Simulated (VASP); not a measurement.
Here is a VASP 6.6.1 calculation.

Contents of INCAR:

```
ALGO = Normal
EDIFF = 1E-6
EDIFFG = -0.005
ENCUT = 600
GGA = CA
IBRION = 2
ISIF = 3
ISMEAR = -1
LASPH = T
LCHARG = F
LREAL = F
LWAVE = F
NELM = 60
NSW = 60
PREC = Accurate
PSTRESS = 1500.0
SIGMA = 0.1
```

The input KPOINTS:

```
k-points
0
Gamma
  21 21 21
```

The input POSCAR:

```
V
1.0
   -1.2909872698      1.2909872698      1.2909872698
    1.2909872698     -1.2909872698      1.2909872698
    1.2909872698      1.2909872698     -1.2909872698
V
1
Direct
    0.0000000000      0.0000000000      0.0000000000
```

Potentials or basis: VASP PAW LDA potentials, release 64 (V_sv).

The run is started by

```sh
$ cat potpaw_LDA.64/V_sv/POTCAR > POTCAR
$ mpirun -np 1 vasp_std > vasp.out
```

Task: Estimate the relaxed cell.

Result: a = 2.244 Å, b = 2.244 Å, c = 2.244 Å, α = 109.47°, β = 109.47°, γ = 109.47°.

Task: Predict the space group after relaxing (to 0.05 Å).

Result: Im-3m (No. 229).

Task: Estimate the relaxed volume.

Result: 8.70 Å³/atom.

Final structure:
```cif
data_structure
_symmetry_space_group_name_H-M 'P 1'
_symmetry_Int_Tables_number 1
_cell_length_a 2.2440
_cell_length_b 2.2440
_cell_length_c 2.2440
_cell_angle_alpha 109.471
_cell_angle_beta 109.471
_cell_angle_gamma 109.471
_cell_volume 8.70
loop_
_atom_site_label
_atom_site_type_symbol
_atom_site_fract_x
_atom_site_fract_y
_atom_site_fract_z
_atom_site_occupancy
V1 V 0.00000 0.00000 0.00000 1
```

Caveat: the cell is relaxed towards a set pressure, so the enthalpy falls and the energy may rise.
